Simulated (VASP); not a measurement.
Set up this calculation in VASP 6.6.1, as the native input.

```yaml
Task: single point
Functional: BLYP
Dispersion: D4
Potentials_or_basis: VASP PAW PBE potentials, release 64 (Ta_pv, N)
Cutoff: 520 eV
k_mesh: 6 × 6 × 9
Occupations: fermi-dirac, width 0.05 eV
Spin: no spin polarisation
Dipole_correction: no
Further_INCAR_settings: ALGO = Normal; EDIFF = 1e-07; NBANDS = 33
```

The structure of TaN lies in POSCAR:

```
TaN
1.0
    5.2423733404      0.0000000000      0.0000000000
   -2.6211866702      4.5400284889      0.0000000000
    0.0000000000      0.0000000000      2.9183236129
Ta N
3 3
Direct
    0.0000000000      0.0000000000      0.0000000000
    0.6666666667      0.3333333333      0.5000000000
    0.3333333333      0.6666666667      0.5000000000
    0.0000000000      0.3911087536      0.0000000000
    0.6088912464      0.6088912464      0.0000000000
    0.3911087536      0.0000000000      0.0000000000
```

These files were run (other wordings do the same):

INCAR

```
SYSTEM = TaN
  PREC = Accurate
  ENCUT = 520
  EDIFF = 1E-7
  ISMEAR = -1
  SIGMA = 0.05
  LREAL = .False.
  LASPH = .True.
  NELM = 80
  ALGO = Normal
  ISIF = 2
  LWAVE = .False.
  LCHARG = .False.
  GGA = B5
  ALDAX = 1.0
  AGGAX = 1.0
  AGGAC = 1.0
  ALDAC = 0.0
  IVDW = 13
  VDW_S6 = 1.0
  VDW_S8 = 2.34076671
  VDW_A1 = 0.44488865
  VDW_A2 = 4.0933009
  NBANDS = 33
```

KPOINTS

```
Automatic mesh
0
Gamma
  6 6 9
  0 0 0
```

Potentials or basis: VASP PAW PBE potentials, release 64 (Ta_pv, N).

Launch:

```sh
$ cat potpaw_PBE.64/Ta_pv/POTCAR potpaw_PBE.64/N/POTCAR > POTCAR
$ mpirun -np 1 vasp_std > vasp.out
```

Results of the run:

```yaml
Pressure: 1.9 GPa
Largest_force: 0.026 eV/Å
Band_gap_on_the_k_mesh: zero (band 24 reaches 10.35 eV, above the bottom of band 25 at 7.28 eV)
Dispersion_energy_per_atom: -0.552 eV
```

Caveat: the PAW data sets were made with another functional, which shifts forces and pressure a little; spin-orbit coupling is left out, which moves the levels of the heavy elements; pairwise dispersion overbinds metals, which lowers pressure and volume.

It took 120 s on 1 thread of Intel(R) Xeon(R) Platinum 8375C CPU @ 2.90GHz (Ice Lake), with other jobs on the host, peak memory 0.22 GiB.
